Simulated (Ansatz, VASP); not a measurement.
## AlRu in VASP and in Ansatz

POSCAR

```
AlRu
1.0
    2.9217374354      0.0000000000      0.0000000000
    0.0000000000      2.9217374354      0.0000000000
    0.0000000000      0.0000000000      2.9217374354
Al Ru
1 1
Direct
    0.0000000000      0.0000000000      0.0000000000
    0.5000000000      0.5000000000      0.5000000000
```

File INCAR.step1:

```
SYSTEM = AlRu
PREC = Accurate ; ENCUT = 520
ISMEAR = 0 ; SIGMA = 0.1
LREAL = .False. ; LASPH = .True.
NELM = 60 ; NBANDS = 16
GGA = PE ; ALGO = Normal
EDIFF = 1E-4 ; LWAVE = .True.
LCHARG = .False.
```

Contents of INCAR.step2:

```
SYSTEM = AlRu
PREC = Accurate ; ENCUT = 520
EDIFF = 1E-6 ; ISMEAR = 0
SIGMA = 0.1 ; LREAL = .False.
LASPH = .True. ; NELM = 60
ALGO = Normal ; ISIF = 2
LWAVE = .False. ; LCHARG = .True.
METAGGA = R2SCAN ; LMIXTAU = .True.
LELF = .True. ; LVHAR = .True.
NBANDS = 16 ; ISTART = 1
```

KPOINTS

```
Automatic mesh
0
Gamma
  14 14 14
  0 0 0
```

Input for Ansatz:

```yaml
crystal:
  lattice:
    - [2.9217374354, 0.0, 0.0]
    - [0.0, 2.9217374354, 0.0]
    - [0.0, 0.0, 2.9217374354]
  atoms:
    - { symbol: Al, position: [0.0, 0.0, 0.0] }
    - { symbol: Ru, position: [0.5, 0.5, 0.5] }
basis:
  ecutwfc: 500
kpoints:
  mp_grid: { grid: [14, 14, 14] }
hamiltonian:
  xc: r2scan
scf:
  occupations: { method: gaussian, width: 0.1 }
output:
  forces: true
  stress: true
  eigenvalues: true
  write_density: true
  write_potential: true
  elf: true
  volumetric_format: npy
```

Alike in both runs: task single point; functional r2SCAN; k mesh 14 × 14 × 14; occupations gaussian, width 0.1 eV; no spin polarisation.

|  | VASP | Ansatz |
| --- | --- | --- |
| version | VASP 6.6.1 | Ansatz 0.2.0 |
| potentials or method | VASP PAW PBE potentials, release 64 (Al, Ru_pv), cutoff 520 eV | scalar-relativistic, plane waves, PAW |
| valence electrons in the cell | 17 | 19 |

|  | VASP | Ansatz | Ansatz less VASP |
| --- | --- | --- | --- |
| gap on the k mesh at the Fermi level (eV) | none | none | - |
| pressure (GPa) | 15.9 | 15.6 | -0.29 |

VASP's potentials were made for PBE, not for r2SCAN. A gap of «none» marks a metal or a gap that the smearing closes. The functional is the same, so the differences come from potentials, cutoffs and numerics. VASP's potentials hold 17 valence electrons a cell and Ansatz's 19, so a difference there can come from the potentials and not from the codes.
